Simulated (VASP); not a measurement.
Input of a VASP 6.6.1 run:

INCAR

```
PREC     = Accurate       # precision mode
ENCUT    = 520            # plane-wave cutoff, eV
EDIFF    = 1E-6           # SCF threshold, eV
ISMEAR   = 0              # smearing method
SIGMA    = 0.1            # smearing width, eV
LREAL    = F              # projectors in reciprocal space
LASPH    = T              # aspherical terms in the spheres
NELM     = 60             # most SCF steps
ALGO     = Normal         # electronic algorithm
ISIF     = 2              # what is computed and relaxed
LWAVE    = F              # write WAVECAR
LCHARG   = F              # write CHGCAR
GGA      = PE             # functional
NBANDS   = 49             # bands
```

The input KPOINTS:

```
regular mesh
0
Gamma
  2 2 4
```

POSCAR

```
NaPtI3
1.0
    7.6844280200      0.0000000000      0.0000000000
    0.0000000000      7.6844280200      0.0000000000
    0.0000000000      0.0000000000      5.4337111600
Na Pt I
2 2 6
Direct
    0.0000000000      0.5000000000      0.5000000000
    0.5000000000      0.0000000000      0.5000000000
    0.5000000000      0.5000000000      0.0000000000
    0.0000000000      0.0000000000      0.0000000000
    0.7730351400      0.2730351400      0.0000000000
    0.7269648600      0.7730351400      0.0000000000
    0.5000000000      0.5000000000      0.5000000000
    0.2269648600      0.7269648600      0.0000000000
    0.2730351400      0.2269648600      0.0000000000
    0.0000000000      0.0000000000      0.5000000000
```

Potentials or basis: VASP PAW PBE potentials, release 64 (Na_pv, Pt, I).

Command:

```sh
$ cat potpaw_PBE.64/Na_pv/POTCAR potpaw_PBE.64/Pt/POTCAR potpaw_PBE.64/I/POTCAR > POTCAR
$ mpirun -np 1 vasp_std > vasp.out
```

**Question.** Predict the band gap on the k mesh.

**Answer.** Zero (band 38 reaches 4.57 eV, above the bottom of band 39 at 3.21 eV).

**Question.** What does it give for the pressure?

**Answer.** 3.4 GPa.

**Question.** Estimate the largest force.

**Answer.** 0.246 eV/Å.

Stress tensor (GPa, compression positive):
```
3.57 0.00 0.00
0.00 3.57 0.00
0.00 0.00 3.07
```

Caveat: the k points lie up to 0.41 Å⁻¹ apart; spin-orbit coupling is left out, which moves the levels of the heavy elements.
